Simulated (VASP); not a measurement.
# ZnO (P6_3mc) in VASP: further runs

Runs on ZnO. Level: PBEsol. Tasks: single point.

Program: VASP 6.6.1. These are calculated values, not measurements. Logs are shortened: lines on timing, memory, paths and dates and some standing lists are left out, and cuts for length are marked.

## (1) The cell of the first run

The structure is hexagonal, space group P6_3mc (No. 186). Conventional cell: a = 3.230 Å, b = 3.230 Å, c = 4.901 Å, α = 90.00°, β = 90.00°, γ = 120.00°. Within 2.6 Å of Zn (site symmetry 3m) lie 4 O at 1.93 to 1.95 Å. Within 2.6 Å of O (site symmetry 3m) lie 4 Zn at 1.93 to 1.95 Å.

## (2) Single point, PBEsol (strain along c alone, the other axes held: -6.0 %, then relaxed in part)

INCAR reads:

```
SYSTEM = ZnO
PREC     = Accurate       ! precision mode
ENCUT    = 520            ! plane-wave cutoff, eV
EDIFF    = 1E-7           ! SCF threshold, eV
ISMEAR   = 0              ! smearing method
SIGMA    = 0.02           ! smearing width, eV
LREAL    = .False.        ! projectors in reciprocal space
LASPH    = .True.         ! aspherical terms in the spheres
NELM     = 100            ! most SCF steps
ALGO     = Normal         ! electronic algorithm
ISIF     = 2              ! what is computed and relaxed
LWAVE    = .False.        ! write WAVECAR
LCHARG   = .False.        ! write CHGCAR
GGA      = PS             ! functional
NBANDS   = 26             ! bands
```

KPOINTS reads:

```
Automatic mesh
0
Gamma
  12 12 6
  0 0 0
```

POSCAR reads:

```
ZnO
1.0
    3.2304736098      0.0000000000      0.0000000000
   -1.6152368049      2.7976722123      0.0000000000
    0.0000000000      0.0000000000      4.9012310737
Zn O
2 2
Direct
    0.6666666667      0.3333333333      0.4909399271
    0.3333333333      0.6666666667     -0.0090600729
    0.6666666667      0.3333333333      0.8893700729
    0.3333333333      0.6666666667      0.3893700729
```

Potentials or basis: VASP PAW PBE potentials, release 64 (Zn, O).

On the command line:

```bash
$ cat potpaw_PBE.64/Zn/POTCAR potpaw_PBE.64/O/POTCAR > POTCAR
$ mpirun -np 1 vasp_std > vasp.out
```

OUTCAR:

```text
SYSTEM = ZnO
   PREC = Accurate
   ENCUT = 520
   EDIFF = 1E-7
   ISMEAR = 0
   LREAL = .False.
   LASPH = .True.
   NELM = 100
   ISIF = 2
   GGA = PS

 ion  position               nearest neighbor table
   1  0.667  0.333  0.491-   4 1.93   4 1.93   4 1.93   3 1.95
   2  0.333  0.667  0.991-   3 1.93   3 1.93   3 1.93   4 1.95
   3  0.667  0.333  0.889-   2 1.93   2 1.93   2 1.93   1 1.95
   4  0.333  0.667  0.389-   1 1.93   1 1.93   1 1.93   2 1.95

  LATTYP: Found a hexagonal cell.
 ALAT       =     3.2304736098
 C/A-ratio  =     1.5171865385

  Lattice vectors:

 A1 = (   3.2304736098,   0.0000000000,   0.0000000000)
 A2 = (  -1.6152368049,   2.7976722123,   0.0000000000)
 A3 = (   0.0000000000,   0.0000000000,   4.9012310737)

Analysis of symmetry for initial positions (statically):
=====================================================================
 Subroutine PRICEL returns:
 Original cell was already a primitive cell.

 Routine SETGRP: Setting up the symmetry group for a
 hexagonal supercell.

 Subroutine GETGRP returns: Found 12 space group operations
 (whereof  6 operations were pure point group operations)
 out of a pool of 24 trial point group operations.

The static configuration has the point symmetry C_3v.
 The point group associated with its full space group is C_6v.

Analysis of symmetry for dynamics (positions and initial velocities):
=====================================================================
 Subroutine PRICEL returns:
 Original cell was already a primitive cell.

 Routine SETGRP: Setting up the symmetry group for a
 hexagonal supercell.

 Subroutine GETGRP returns: Found 12 space group operations
 (whereof  6 operations were pure point group operations)
 out of a pool of 24 trial point group operations.

The dynamic configuration has the point symmetry C_3v.
 The point group associated with its full space group is C_6v.

 Subroutine INISYM returns: Found 12 space group operations
 (whereof  6 operations are pure point group operations),
 and found     1 'primitive' translations

----------------------------------------------------------------------------------------

                                     Primitive cell

  volume of cell :      44.2964

  direct lattice vectors                    reciprocal lattice vectors
     3.230473610  0.000000000  0.000000000     0.309552134  0.178720008  0.000000000
    -1.615236805  2.797672212  0.000000000     0.000000000  0.357440016  0.000000000
     0.000000000  0.000000000  4.901231074     0.000000000  0.000000000  0.204030372

  length of vectors
     3.230473610  3.230473610  4.901231074     0.357440016  0.357440016  0.204030372

  position of ions in fractional coordinates (direct lattice)
     0.666666667  0.333333333  0.490939927
     0.333333333  0.666666667  0.990939927
     0.666666667  0.333333333  0.889370073
     0.333333333  0.666666667  0.389370073

  ion indices of the primitive-cell ions
   primitive index   ion index
                 1           1
                 2           2
                 3           3
                 4           4

----------------------------------------------------------------------------------------

 KPOINTS: Automatic mesh

Automatic generation of k-mesh.
 Grid dimensions read from file:
 generate k-points for:   12   12    6

 Generating k-lattice:

  Cartesian coordinates                     Fractional coordinates (reciprocal lattice)
     0.025796011  0.014893334  0.000000000     0.083333333  0.000000000  0.000000000
     0.000000000  0.029786668  0.000000000     0.000000000  0.083333333  0.000000000
     0.000000000  0.000000000  0.034005062     0.000000000  0.000000000  0.166666667

  Length of vectors
     0.029786668  0.029786668  0.034005062

  Shift w.r.t. Gamma in fractional coordinates (k-lattice)
     0.000000000  0.000000000  0.000000000

 Subroutine IBZKPT returns following result:
 ===========================================

 Found     76 irreducible k-points:

 Following reciprocal coordinates:
            Coordinates               Weight
  0.000000  0.000000  0.000000      1.000000
  0.083333  0.000000  0.000000      6.000000
  0.166667  0.000000  0.000000      6.000000
  0.250000  0.000000  0.000000      6.000000
  0.333333  0.000000  0.000000      6.000000
  0.416667  0.000000  0.000000      6.000000
[... 16 lines left out ...]
  0.250000  0.000000  0.166667     12.000000
  0.333333  0.000000  0.166667     12.000000
 [... further k-points ...]
   k-points           NKPTS =     76   k-points in BZ     NKDIM =     76   number of bands    NBANDS=     26
   number of dos      NEDOS =    301   number of ions     NIONS =      4
   total plane-waves  NPLWV =  20736
   dimension x,y,z NGX =    24 NGY =   24 NGZ =   36
   dimension x,y,z NGXF=    48 NGYF=   48 NGZF=   72
   ions per type =               2   2
   NGX,Y,Z   is equivalent  to a cutoff of  12.35, 12.35, 12.21 a.u.
   NGXF,Y,Z  is equivalent  to a cutoff of  24.70, 24.70, 24.42 a.u.
 SYSTEM =  ZnO
   PREC   = accura    normal or accurate (medium, high low for compatibility)
   ISTART =      0    job   : 0-new  1-cont  2-samecut
   ICHARG =      2    charge: 1-file 2-atom 10-const
   ISPIN  =      1    spin polarized calculation?
   LNONCOLLINEAR =      F non collinear calculations
   LSORBIT =      F    spin-orbit coupling
   LASPH  =      T    aspherical Exc in radial PAW
   ENCUT  =  520.0 eV  38.22 Ry    6.18 a.u.   6.01  6.01  9.11*2*pi/ulx,y,z
   NELM   =    100;   NELMIN=  2; NELMDL= -5     # of ELM steps
   EDIFF  = 0.1E-06   stopping-criterion for ELM
   LREAL  =      F    real-space projection
   EDIFFG = 0.1E-05   stopping-criterion for IOM
   NSW    =      0    number of steps for IOM
   IBRION =     -1    ionic relax: 0-MD 1-quasi-New 2-CG
   NFREE  =      0    steps in history (QN), initial steepest desc. (CG)
   ISIF   =      2    stress and relaxation
   ISYM   =      2    0-nonsym 1-usesym 2-fastsym
   POTIM  = 0.5000    time-step for ionic-motion
   TEBEG  =    0.0;   TEEND  =   0.0 temperature during run
   PSTRESS=    0.0 pullay stress
   NELECT =      36.0000    total number of electrons
   NUPDOWN=      -1.0000    fix difference up-down
   EMIN   =  10.00;   EMAX   =-10.00  energy-range for DOS
   EFERMI =   0.00;   METHOD = LEGACY
   ISMEAR =     0;   SIGMA  =   0.02  broadening in eV -4-tet -1-fermi 0-gaus
   EFERMI_NEDOS =   21; number of points for ismear=-14 and -15
   IALGO  =     38    algorithm
   IMIX   =      4    mixing-type and parameters
     AMIX     =   0.40;   BMIX     =  1.00
     AMIX_MAG =   1.60;   BMIX_MAG =  1.00
  volume/ion in A,a.u.               =      11.07        74.73
  Fermi-wavevector in a.u.,A,eV,Ry     =   1.527752  2.887033 31.756364  2.334027
  Thomas-Fermi vector in A             =   2.635605
   LORBIT       =      0    0 simple, 1 ext, 2 COOP (PROOUT), +10 PAW based schemes
   GGA     = PS    functional components
   LHFCALC =     F    Hartree Fock is set to
   AEXX    =    0.0000 exact exchange contribution
   IVDW    =     0    specifies the selected vdW correction
   LEPSILON=     F    determine dielectric tensor
   LRPA    =     F    only Hartree local field effects (RPA)
 non-spin polarized calculation
 Gauss-broadening in eV      SIGMA  =   0.02
  energy-cutoff  :      520.00
  volume of cell :       44.30
 maximum number of plane-waves:      1215
   NGX = 13   NGY = 13   NGZ = 19

 number of electron      36.0000040 magnetization

 Free energy of the ion-electron system (eV)
  ---------------------------------------------------
  ext. energy  EPLUGINS =         0.00000000
  ---------------------------------------------------
  free energy    TOTEN  =       -19.27619393 eV

  energy without entropy =      -19.27619393  energy(sigma->0) =      -19.27619393

 E-fermi :   1.8688     XC(G=0): -11.5771

 val. band max:        1.6982523533   @ k =   0.0000   0.0000   0.0000
 cond. band min:       2.5444579770   @ k =   0.0000   0.0000   0.0000
 fundamental gap:      0.8462056237
 Fermi energy:         1.8687850427

 k-point     1 :       0.0000    0.0000    0.0000
  band No.  band energies     occupation
      1     -16.9083      2.00000
      2     -15.9470      2.00000
      3      -4.4054      2.00000
      4      -4.4054      2.00000
      5      -4.3237      2.00000
      6      -4.2600      2.00000
[... 18 lines left out ...]
     25      15.7717      0.00000
     26      17.2366      0.00000

 k-point     2 :       0.0833    0.0000    0.0000
  band No.  band energies     occupation
      1     -16.8649      2.00000
      2     -15.9310      2.00000
      3      -4.4590      2.00000
      4      -4.3750      2.00000
      5      -4.2921      2.00000
      6      -4.2534      2.00000
[... 18 lines left out ...]
     25      15.9211      0.00000
     26      17.2592      0.00000

 k-point     3 :       0.1667    0.0000    0.0000
  band No.  band energies     occupation
      1     -16.7423      2.00000
      2     -15.8894      2.00000
      3      -4.5866      2.00000
      4      -4.3103      2.00000
      5      -4.2916      2.00000
      6      -4.1249      2.00000
[... 18 lines left out ...]
     25      16.2130      0.00000
     26      16.2147      0.00000

 k-point     4 :       0.2500    0.0000    0.0000
  band No.  band energies     occupation
      1     -16.5628      2.00000
      2     -15.8397      2.00000
      3      -4.7153      2.00000
      4      -4.3548      2.00000
      5      -4.1806      2.00000
      6      -3.9628      2.00000
[... 18 lines left out ...]
     25      15.0926      0.00000
     26      16.2408      0.00000
[... 496 lines left out ...]
      1     -16.6867      2.00000
      2     -15.9475      2.00000
      3      -4.6182      2.00000
      4      -4.4628      2.00000
      5      -4.2898      2.00000
      6      -4.1495      2.00000
[... 18 lines left out ...]
     25      15.5184      0.00000
     26      15.8780      0.00000

 k-point    23 :       0.2500    0.0000    0.1667
  band No.  band energies     occupation
      1     -16.5139      2.00000
      2     -15.8867      2.00000
      3      -4.7538      2.00000
      4      -4.5009      2.00000
      5      -4.1752      2.00000
      6      -4.0266      2.00000
[... 18 lines left out ...]
     25      15.0698      0.00000
     26      15.9852      0.00000

 k-point    24 :       0.3333    0.0000    0.1667
  band No.  band energies     occupation
      1     -16.3221      2.00000
      2     -15.8388      2.00000
      3      -4.8270      2.00000
      4      -4.5516      2.00000
      5      -4.0689      2.00000
      6      -3.9319      2.00000
[... 18 lines left out ...]
     25      15.4073      0.00000
     26      15.9265      0.00000

 [... further k-points ...]
[... 5 lines left out ...]
  --------------------------------------------------------------------------------------
  -------------------------------------------------------------------------------------
  Total        2.6290882      2.6290882      3.8270778      0.0000000      0.0000000      0.0000000
  in kB       95.0927784     95.0927784    138.4234503      0.0000000      0.0000000      0.0000000
  external PRESSURE =     109.5363357 kB  Pullay stress =       0.0000000 kB

 VOLUME and BASIS-vectors are now :
 -----------------------------------------------------------------------------
  energy-cutoff  :      520.00
  volume of cell :       44.30
      direct lattice vectors                 reciprocal lattice vectors
     3.230473610  0.000000000  0.000000000     0.309552134  0.178720008  0.000000000
    -1.615236805  2.797672212  0.000000000     0.000000000  0.357440016  0.000000000
     0.000000000  0.000000000  4.901231074     0.000000000  0.000000000  0.204030372

 POSITION                                       TOTAL-FORCE (eV/Angst)
 -----------------------------------------------------------------------------------
      1.61524      0.93256      2.40621         0.000000      0.000000     -0.008692
     -0.00000      1.86511      4.85683        -0.000000     -0.000000     -0.008692
      1.61524      0.93256      4.35901        -0.000000      0.000000      0.008692
     -0.00000      1.86511      1.90839         0.000000     -0.000000      0.008692
 -----------------------------------------------------------------------------------
    total drift:                               -0.000000      0.000000      0.000061

  FREE ENERGIE OF THE ION-ELECTRON SYSTEM (eV)
  ---------------------------------------------------
  free  energy   TOTEN  =       -19.2761939288 eV

  energy  without entropy=      -19.2761939288  energy(sigma->0) =      -19.27619393
```

Wall time 28 s (1 thread of Intel Xeon 6975P-C (Granite Rapids), shared host); peak memory 0.19 GiB.

What came out:

```
Free energy            : -19.2762 eV
Pressure               : 11.0 GPa
Largest force          : 0.009 eV/Å
Band gap on the k mesh : 0.85 eV, direct
```

Forces in eV/Å, atoms in the order of the input:
```
Zn   0.000  0.000 -0.009
Zn   0.000  0.000 -0.009
O    0.000  0.000  0.009
O    0.000  0.000  0.009
```

Caveat: the cell differs from its parent crystal (strain along c alone, the other axes held: -6.0 %, then relaxed in part); the PAW data sets were made with another functional, which shifts forces and pressure a little.

## (3) Single point, PBEsol

INCAR reads:

```
  ALGO = Normal
  EDIFF = 1E-6
  ENCUT = 520
  GGA = PS
  ISIF = 2
  ISMEAR = 0
  LASPH = True
  LCHARG = False
  LREAL = False
  LWAVE = False
  NBANDS = 26
  NELM = 80
  PREC = Accurate
  SIGMA = 0.02
```

KPOINTS reads:

```
k-points
0
Gamma
  12 12 6
```

POSCAR is that of step 2.

Potentials or basis: VASP PAW PBE potentials, release 64 (Zn, O).

On the command line:

```bash
$ cat potpaw_PBE.64/Zn/POTCAR potpaw_PBE.64/O/POTCAR > POTCAR
$ mpirun -np 1 vasp_std > vasp.out
```

Wall time 25 s (1 thread of Intel Xeon 6975P-C (Granite Rapids), shared host); peak memory 0.2 GiB.

The run converged. Its results:

| Property | Result |
| --- | --- |
| Free energy | -19.2762 eV |
| Pressure | 10.8 GPa |
| Largest force | 0.009 eV/Å |
| Band gap on the k mesh | 0.85 eV, direct |

Forces on the atoms (eV/Å):
```
Zn   0.000  0.000 -0.009
Zn   0.000  0.000 -0.009
O    0.000  0.000  0.009
O    0.000  0.000  0.009
```

Stress tensor (GPa, compression positive):
```
 9.38  0.00  0.00
 0.00  9.38  0.00
 0.00  0.00 13.71
```

Levels at points of the mesh, in eV from the valence-band top:
| k point | band 15 | band 16 | band 17 | band 18 | band 19 | band 20 | band 21 | band 22 |
| --- | --- | --- | --- | --- | --- | --- | --- | --- |
| (0.00, 0.00, 0.00) | -0.87 | -0.20 | 0.00 | 0.00 | 0.85 | 5.14 | 8.85 | 12.56 |
| (0.50, 0.00, 0.00) | -2.95 | -2.64 | -1.29 | -1.09 | 5.98 | 6.70 | 8.02 | 8.57 |
| (0.00, 0.00, 0.50) | -0.42 | -0.42 | -0.42 | -0.42 | 3.65 | 3.65 | 10.58 | 10.58 |
| (0.50, 0.00, 0.50) | -1.80 | -1.80 | -1.21 | -1.21 | 5.78 | 5.78 | 8.75 | 8.75 |

Caveat: the PAW data sets were made with another functional, which shifts forces and pressure a little. As with any semilocal functional, this PBEsol gap is likely too small.
